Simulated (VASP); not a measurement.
W6Cl: relaxation of cell and atoms with PBE

Crystal: W6Cl.

```xyz
7
Lattice="3.1419 1.8140 4.4622 -3.1419 1.8140 4.4622 0.0000 -3.6280 4.4622" Properties=species:S:1:pos:R:3 pbc="T T T"
W     1.8573   -1.1394    5.5627
W     0.0581    2.1782    5.5627
W    -1.9154   -1.0388    5.5627
W    -1.8573    1.1394    7.8240
W    -0.0581   -2.1782    7.8240
W     1.9154    1.0388    7.8240
Cl    0.0000    0.0000    0.0000
```

* Program: VASP 6.6.1
* Task: relaxation of cell and atoms
* Functional: PBE
* Potentials or basis: VASP PAW PBE potentials, release 64 (W_sv, Cl)
* Cutoff: 600 eV
* k mesh: 3 × 3 × 3
* Occupations: gaussian, width 0.2 eV
* Spin: no spin polarisation
* Dipole correction: no
* Further INCAR settings: ALGO = Normal; EDIFF = 1e-06; IBRION = 2; EDIFFG = -0.08; NSW = 36; ISIF = 3

| Property | Result |
| --- | --- |
| Relaxed volume | 16.40 Å³/atom |
| Relaxed cell | a = 5.526 Å, b = 5.526 Å, c = 5.526 Å, α = 58.34°, β = 58.34°, γ = 58.34° |
| Space group after relaxing (to 0.05 Å) | R-3 (No. 148) |
| Energy gained by relaxing | 1126.8 meV/atom |
| Ionic steps | 29 |
| Pressure after relaxing | -0.1 GPa |
| Largest force after relaxing | 0.054 eV/Å |

Forces in eV/Å, atoms in the order of the input:
```
W   -0.046  0.018  0.021
W    0.008 -0.049  0.021
W    0.038  0.031  0.021
W    0.046 -0.018 -0.021
W   -0.008  0.049 -0.021
W   -0.038 -0.031 -0.021
Cl   0.000  0.000  0.000
```

Stress tensor (GPa, compression positive):
```
 0.05  0.00  0.00
 0.00  0.05  0.00
 0.00  0.00 -0.47
```

The path:
```tsv
step	energy change (eV)	largest force (eV/Å)	pressure (GPa)	volume (Å³)
1	0.0000	3.6168	1.02	152.59
2	-1.7962	0.6578	-14.77	155.27
3	-1.7948	0.6710	-14.53	155.20
4	-2.9183	2.6606	5.42	132.63
5	-2.9528	2.3692	1.69	135.39
6	-3.5947	1.5709	5.33	129.28
7	-3.6296	1.5788	7.79	127.35
8	-4.0679	1.1338	-5.13	134.17
9	-4.0684	1.1269	-5.50	134.40
10	-4.6039	1.1984	-5.29	131.58
11	-6.1200	1.4613	-2.76	122.94
12	-4.0296	3.1327	35.95	105.13
13	-6.3138	1.6556	0.95	119.02
14	-6.3904	1.8378	5.58	115.13
15	-6.5671	1.6902	4.98	114.63
16	-6.7605	1.2207	4.90	113.13
17	-6.7741	1.2946	4.58	113.46
18	-6.9939	1.0377	1.86	114.35
19	-7.4189	0.3923	-4.75	116.95
20	-7.4965	0.6024	-12.68	121.82
21	-7.5725	0.2391	-9.86	119.67
22	-7.7918	0.4489	-3.94	116.54
23	-7.8224	0.5820	-0.84	115.13
24	-7.8228	0.5996	-0.43	114.95
25	-7.8480	0.4652	-0.05	114.72
26	-7.8813	0.0771	1.45	114.03
27	-7.8859	0.0709	-0.48	114.97
28	-7.8861	0.0663	-0.21	114.83
29	-7.8874	0.0537	-0.13	114.82
```

Final structure:
```
W Cl
1.0
     2.69369    1.55520    4.56796
    -2.69369    1.55520    4.56796
     0.00000   -3.11041    4.56796
W Cl
6 1
Cartesian
  1.0479 -1.2707 5.7569
  0.5765 1.5429 5.7569
  -1.6244 -0.2722 5.7569
  -1.0479 1.2707 7.9470
  -0.5765 -1.5429 7.9470
  1.6244 0.2722 7.9470
  0.0000 0.0000 0.0000
```

Levels at points of the mesh, in eV from the Fermi level:
| k point | band 43 | band 44 | band 45 | band 46 | band 47 | band 48 |
| --- | --- | --- | --- | --- | --- | --- |
| (0.00, 0.00, 0.00) | -0.46 | -0.25 | -0.25 | 0.17 | 0.17 | 0.95 |

It took 11 min on 1 thread of Intel(R) Xeon(R) 6975P-C (Granite Rapids), with other jobs on the host, peak memory 0.37 GiB.

Caveat: the k points lie up to 0.47 Å⁻¹ apart in the final cell; the volume moved by over 15 % at a fixed basis, so the end points are rough; spin-orbit coupling is left out, which moves the levels of the heavy elements; an odd number of electrons without spin polarisation forces a metal; a magnetic or distorted state may lie lower; the relaxation stopped at a loose force limit of 0.08 eV/Å, so its end isn't a converged minimum.
